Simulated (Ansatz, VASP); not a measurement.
# Two plane-wave programs on MoH3

```
H Mo
1.0
     0.00000    0.00000    2.84584
     4.71600    0.00000    0.00000
    -2.35800    4.08417    0.00000
H Mo
6 2
Direct
  0.00000 0.28461 0.00000
  0.00000 0.00000 0.28461
  0.00000 0.71539 0.71539
  0.50000 0.71539 0.00000
  0.50000 0.00000 0.71539
  0.50000 0.28461 0.28461
  0.25000 0.33333 0.66667
  0.75000 0.66667 0.33333
```

Alike in both runs: task single point; functional PBE; k mesh 8 × 6 × 6; occupations gaussian, width 0.2 eV; no spin polarisation.

|  | VASP | Ansatz |
| --- | --- | --- |
| version | VASP 6.6.1 | Ansatz 0.2.0 |
| potentials or method | VASP PAW PBE potentials, release 64 (H, Mo_sv), cutoff 520 eV | scalar-relativistic, plane waves, PAW |
| valence electrons in the cell | 34 | 34 |

VASP gave:

* gap on the k mesh at the Fermi level (eV): none
* pressure (GPa): 0.2
* traceless stress, the component that is largest in VASP (GPa): 0.38

Question: What did Ansatz give for the same quantities?

Answer: gap on the k mesh at the Fermi level (eV): none; pressure (GPa): 0.1; traceless stress, the component that is largest in VASP (GPa): 0.40.

A gap of «none» marks a metal or a gap that the smearing closes.
